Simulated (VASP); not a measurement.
## Tl: single point with BLYP

The system is Tl.

```
Tl
1.0
     6.59023    0.00000    0.00000
     0.00000    6.59023    0.00000
     0.00000    0.00000    6.59023
Tl
8
Direct
  0.00000 0.00000 0.00000
  0.50000 0.50000 0.50000
  0.25000 0.00000 0.50000
  0.75000 0.00000 0.50000
  0.50000 0.25000 0.00000
  0.50000 0.75000 0.00000
  0.00000 0.50000 0.25000
  0.00000 0.50000 0.75000
```

| Quantity | Value |
| --- | --- |
| Program | VASP 6.6.1 |
| Task | single point |
| Functional | BLYP |
| Potentials or basis | VASP PAW PBE potentials, release 64 (Tl_d) |
| Cutoff | 520 eV |
| k mesh | 4 × 4 × 4 |
| Occupations | fermi-dirac, width 0.1 eV |
| Spin | no spin polarisation |
| Dipole correction | no |
| Further INCAR settings | ALGO = Normal; EDIFF = 1e-06; NBANDS = 62 |

* Pressure: 0.0 GPa
* Band gap on the k mesh: zero (bands 52 and 53 overlap by 1.85 eV)

Levels at points of the mesh, in eV from the Fermi level:
```csv
k point,band 50,band 51,band 52,band 53,band 54,band 55
"(0.00, 0.00, 0.00)",-1.13,-1.13,-0.68,-0.68,0.68,0.68
"(0.50, 0.00, 0.00)",-1.60,-0.60,-0.60,0.13,0.13,1.34
"(0.50, 0.50, 0.00)",-0.84,-0.84,-0.16,0.98,1.37,1.65
"(0.50, 0.50, 0.50)",1.17,1.17,1.17,1.17,1.17,1.48
```

Run time: 2.5 min on 1 thread of AMD EPYC 9R45 96-Core Processor (Zen 5), with other jobs on the host, peak memory 0.36 GiB.

Caveat: the PAW data sets were made with another functional, which shifts forces and pressure a little; spin-orbit coupling is left out, which moves the levels of the heavy elements.
